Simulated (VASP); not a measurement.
A run of VASP 6.6.1 is set up as follows.

The input INCAR:

```
  PREC = Accurate
  ENCUT = 600
  EDIFF = 1E-6
  ISMEAR = 0
  SIGMA = 0.2
  LREAL = F
  LASPH = T
  NELM = 120
  ALGO = Normal
  ISIF = 2
  LWAVE = F
  LCHARG = T
  GGA = PE
  LELF = T
  LVHAR = T
  NBANDS = 11
  GGA_COMPAT = F
```

Contents of KPOINTS:

```
regular mesh
0
Gamma
  8 8 8
```

File POSCAR:

```
C
1.0
    0.0000000000      1.7801241411      1.7801241411
    1.7801241411      0.0000000000      1.7801241411
    1.7801241411      1.7801241411      0.0000000000
C
2
Direct
    0.0000000000      0.0000000000      0.0000000000
    0.2500000000      0.2500000000      0.2500000000
```

Potentials or basis: VASP PAW PBE potentials, release 64 (C).

The run is started by

```bash
$ cat potpaw_PBE.64/C/POTCAR > POTCAR
$ mpirun -np 1 vasp_std > vasp.out
```

(1) Estimate the pressure.

(2) Predict the band gap on the k mesh.

## Answers

(1) 4.2 GPa.

(2) 4.14 eV, indirect (least direct gap 5.61 eV).
